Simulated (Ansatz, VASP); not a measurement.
# SnO2 in VASP and in Ansatz

```xyz
3
Lattice="3.4700 0.0000 0.0000 0.0000 3.4700 0.0000 0.0000 0.0000 5.1452" Properties=species:S:1:pos:R:3 pbc="T T T"
Sn    0.0000    0.0000    0.0000
O     1.7350    1.7350    0.7601
O     1.7350    1.7350    4.3851
```

Alike in both runs: functional PBE; k mesh 10 × 10 × 8; occupations gaussian, width 0.02 eV; no spin polarisation.

Ansatz relaxed the structure, and its values are those at the end. VASP's run is a single point on that final structure, the one shown.

```csv
,VASP,Ansatz
version,VASP 6.6.1,Ansatz 0.2.0
potentials or method,"VASP PAW PBE potentials, release 64 (Sn_d, O), cutoff 520 eV","scalar-relativistic, plane waves, PAW"
valence electrons in the cell,26,26
```

|  | VASP | Ansatz | Ansatz less VASP |
| --- | --- | --- | --- |
| gap on the k mesh at the Fermi level (eV) | 0.65 | 0.65 | +0.007 |
| least direct gap on the mesh (eV) | 1.34 | 1.35 | +0.005 |
| pressure (GPa) | 0.2 | 0.0 | -0.20 |
| rms of the force components (eV/Å) | 0.085 | 0.001 | -0.0835 |

The functional is the same, so the differences come from potentials, cutoffs and numerics.
